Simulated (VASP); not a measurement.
# CdS (Fm-3m) in VASP: a series of runs, part 2 of 2

VASP 6.6.1. Earlier steps stand in the parts before.

## Step 5: Single point, PBE0

This run uses another cell than the first one, of 20.87 Å³/atom.

The input, POSCAR:

```
CdS
1.0
    0.0000000000      2.7532440000      2.7532440000
    2.7532440000      0.0000000000      2.7532440000
    2.7532440000      2.7532440000      0.0000000000
Cd S
1 1
Direct
    0.0000000000      0.0000000000      0.0000000000
    0.5000000000      0.5000000000      0.5000000000
```

The input, INCAR.step1:

```
PREC     = Accurate       # precision mode
ENCUT    = 520            # plane-wave cutoff, eV
EDIFF    = 1E-5           # SCF threshold, eV
ISMEAR   = -1             # smearing method
SIGMA    = 0.05           # smearing width, eV
LREAL    = F              # projectors in reciprocal space
LASPH    = T              # aspherical terms in the spheres
NELM     = 100            # most SCF steps
ALGO     = Normal         # electronic algorithm
ISIF     = 2              # what is computed and relaxed
LWAVE    = T              # write WAVECAR
LCHARG   = F              # write CHGCAR
GGA      = PE             # functional
NBANDS   = 16             # bands
```

The input, INCAR.step2:

```
PREC     = Accurate       # precision mode
ENCUT    = 520            # plane-wave cutoff, eV
EDIFF    = 1E-6           # SCF threshold, eV
ISMEAR   = -1             # smearing method
SIGMA    = 0.05           # smearing width, eV
LREAL    = F              # projectors in reciprocal space
LASPH    = T              # aspherical terms in the spheres
NELM     = 100            # most SCF steps
ALGO     = Normal         # electronic algorithm
ISIF     = 2              # what is computed and relaxed
LWAVE    = F              # write WAVECAR
LCHARG   = F              # write CHGCAR
GGA      = PE             # functional
LHFCALC  = T              # exact exchange
AEXX     = 0.25           # exact-exchange fraction
PRECFOCK = Normal       
ISTART   = 1            
NBANDS   = 16             # bands
```

The input, KPOINTS:

```
regular mesh
0
Gamma
  4 4 4
```

Potentials or basis: VASP PAW PBE potentials, release 64 (Cd, S).

Run with:

```
$ cat potpaw_PBE.64/Cd/POTCAR potpaw_PBE.64/S/POTCAR > POTCAR
$ cp INCAR.step1 INCAR
$ mpirun -np 1 vasp_std > vasp.out
$ cp INCAR.step2 INCAR
$ mpirun -np 1 vasp_std > vasp.out
```

OUTCAR:

```text
PREC = Accurate
   ENCUT = 520
   EDIFF = 1E-6
   ISMEAR = -1
   LREAL = F
   LASPH = T
   NELM = 100
   ISIF = 2
   GGA = PE
   LHFCALC = T
   AEXX = 0.25
   PRECFOCK = Normal
   ISTART = 1

 ion  position               nearest neighbor table
   1  0.000  0.000  0.000-   2 2.75   2 2.75   2 2.75   2 2.75   2 2.75   2 2.75
   2  0.500  0.500  0.500-   1 2.75   1 2.75   1 2.75   1 2.75   1 2.75   1 2.75

  LATTYP: Found a face centered cubic cell.
 ALAT       =     5.5064880000
[... 330 lines left out ...]

------------------------ aborting loop because EDIFF is reached ----------------------------------------

  FORCE on cell =-STRESS in cart. coord.  units (eV):
  Direction    XX          YY          ZZ          XY          YZ          ZX
  --------------------------------------------------------------------------------------
  -------------------------------------------------------------------------------------
  Total       -0.4721811     -0.4721811     -0.4721811     -0.0000000      0.0000000     -0.0000000
  in kB      -18.1240438    -18.1240438    -18.1240438     -0.0000000      0.0000000     -0.0000000
  external PRESSURE =     -18.1240438 kB  Pullay stress =       0.0000000 kB

 VOLUME and BASIS-vectors are now :
 -----------------------------------------------------------------------------
  energy-cutoff  :      520.00
  volume of cell :       41.74
      direct lattice vectors                 reciprocal lattice vectors
     0.000000000  2.753244000  2.753244000    -0.181603955  0.181603955  0.181603955
     2.753244000  0.000000000  2.753244000     0.181603955 -0.181603955  0.181603955
     2.753244000  2.753244000  0.000000000     0.181603955  0.181603955 -0.181603955

 POSITION                                       TOTAL-FORCE (eV/Angst)
 -----------------------------------------------------------------------------------
      0.00000      0.00000      0.00000        -0.000000     -0.000000     -0.000000
      2.75324      2.75324      2.75324         0.000000      0.000000      0.000000
 -----------------------------------------------------------------------------------
    total drift:                                0.000000      0.000000     -0.000000

  FREE ENERGIE OF THE ION-ELECTRON SYSTEM (eV)
  ---------------------------------------------------
  free  energy   TOTEN  =        -7.8923134372 eV

  energy  without entropy=       -7.8923134361  energy(sigma->0) =       -7.89231344
```

OSZICAR.step1:

```text
N       E                     dE             d eps       ncg     rms          rms(c)
DAV:   1     0.993899674070E+02    0.99390E+02   -0.10054E+04   272   0.107E+03
DAV:   2    -0.291843626253E+01   -0.10231E+03   -0.95399E+02   320   0.247E+02
DAV:   3    -0.640197289827E+01   -0.34835E+01   -0.34790E+01   336   0.467E+01
DAV:   4    -0.641960069924E+01   -0.17628E-01   -0.17627E-01   304   0.328E+00
DAV:   5    -0.641978373077E+01   -0.18303E-03   -0.18303E-03   328   0.320E-01    0.712E+00
DAV:   6    -0.583001718533E+01    0.58977E+00   -0.87637E-01   320   0.115E+01    0.609E+00
DAV:   7    -0.580213645440E+01    0.27881E-01   -0.18320E-01   280   0.306E+00    0.316E+00
DAV:   8    -0.580165762622E+01    0.47883E-03   -0.21608E-02   280   0.182E+00    0.346E-01
DAV:   9    -0.580117795995E+01    0.47967E-03   -0.31607E-03   296   0.739E-01    0.726E-02
DAV:  10    -0.580117760330E+01    0.35666E-06   -0.41019E-04   288   0.207E-01    0.520E-02
DAV:  11    -0.580120749437E+01   -0.29891E-04   -0.52905E-05   288   0.608E-02    0.405E-02
DAV:  12    -0.580120589860E+01    0.15958E-05   -0.24600E-05   288   0.329E-02
   1 F= -.58012059E+01 E0= -.57985714E+01  d E =-.526898E-02
```

Wall time 9.3 min (1 thread of Intel Xeon 8259CL, shared host); peak memory 0.17 GiB.

What came out:

| Item | Value |
| --- | --- |
| Free energy | -7.8923 eV |
| Pressure | -1.8 GPa |
| Band gap on the k mesh | 1.95 eV (least direct gap 3.28 eV) |

Caveat: the k points lie up to 0.49 Å⁻¹ apart; the PAW data sets were made with another functional, which shifts forces and pressure a little.

## Step 6: The runs side by side

| cell | gap on the mesh (eV) | pressure (GPa) |
| --- | --- | --- |
| a = 3.814 Å, angles 60.0°, 2 atoms | 1.96 | 3.5 |
| a = 3.841 Å, angles 60.0°, 2 atoms | 1.96 | 1.5 |
| a = 3.868 Å, angles 60.0°, 2 atoms | 1.95 | -0.3 |
| a = 3.894 Å, angles 60.0°, 2 atoms | 1.95 | -1.8 |

Alike in all rows: task single point; level PBE0; potentials or basis VASP PAW PBE potentials, release 64 (Cd, S); no spin polarisation; k mesh 4 × 4 × 4; cutoff (eV) 520; smearing fermi-dirac 0.05 eV.

Caveats: all runs use coarse meshes; the PAW data sets were made with another functional, which shifts forces and pressure a little.

Total energies depend on the potentials used, so only differences within one code and one set of settings carry meaning.
